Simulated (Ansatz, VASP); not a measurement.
# One calculation of YbH3, two programs

File INCAR:

```
SYSTEM = YbH3
PREC     = Accurate       ! precision mode
ENCUT    = 520            ! plane-wave cutoff, eV
EDIFF    = 1E-6           ! SCF threshold, eV
ISMEAR   = 0              ! smearing method
SIGMA    = 0.05           ! smearing width, eV
LREAL    = .FALSE.        ! projectors in reciprocal space
LASPH    = .TRUE.         ! aspherical terms in the spheres
NELM     = 80             ! most SCF steps
ALGO     = Normal         ! electronic algorithm
ISIF     = 2              ! what is computed and relaxed
LWAVE    = .FALSE.        ! write WAVECAR
LCHARG   = .TRUE.         ! write CHGCAR
GGA      = CA             ! functional
LELF     = .TRUE.         ! ELF
LVHAR    = .TRUE.       
NBANDS   = 22             ! bands
```

Contents of KPOINTS:

```
regular mesh
0
G
  10 10 10
  0 0 0
```

The input POSCAR:

```
YbH3
1.0
    0.0000000000      2.5413019424      2.5413019424
    2.5413019424      0.0000000000      2.5413019424
    2.5413019424      2.5413019424      0.0000000000
Yb H
1 3
Direct
    0.0000000000      0.0000000000      0.0000000000
    0.5000000000      0.5000000000      0.5000000000
    0.2500000000      0.2500000000      0.2500000000
    0.7500000000      0.7500000000      0.7500000000
```

Input for Ansatz:

```yaml
crystal:
  lattice:
    - [0.0, 2.5413019424, 2.5413019424]
    - [2.5413019424, 0.0, 2.5413019424]
    - [2.5413019424, 2.5413019424, 0.0]
  atoms:
    - { symbol: Yb, position: [0.0, 0.0, 0.0] }
    - { symbol: H, position: [0.5, 0.5, 0.5] }
    - { symbol: H, position: [0.25, 0.25, 0.25] }
    - { symbol: H, position: [0.75, 0.75, 0.75] }
basis:
  ecutwfc: 420
  ecutrho_ratio: 4
kpoints:
  mp_grid: { grid: [10, 10, 10] }
hamiltonian:
  xc: lda
scf:
  occupations: { method: gaussian, width: 0.05 }
output:
  forces: true
  stress: true
  eigenvalues: true
  populations: true
  hubbard: { sites: [{ species: Yb, l: f }] }
```

Alike in both runs: task single point; functional LDA; k mesh 10 × 10 × 10; occupations gaussian, width 0.05 eV; no spin polarisation.

```csv
,VASP,Ansatz
version,VASP 6.6.1,Ansatz 0.2.0
potentials or method,"VASP PAW PBE potentials, release 64 (Yb, H), cutoff 520 eV","scalar-relativistic, plane waves, PAW"
valence electrons in the cell,27,27
```

```tsv
	VASP	Ansatz	Ansatz less VASP
gap on the k mesh at the Fermi level (eV)	none	none	-
pressure (GPa)	-6.9	-6.9	+0.04
```

VASP's potentials were made for PBE, not for LDA. LDA's correlation is that of Perdew and Zunger in VASP and of Perdew and Wang (1992) in Ansatz. A gap of «none» marks a metal or a gap that the smearing closes.

Neither program's run includes spin-orbit coupling.
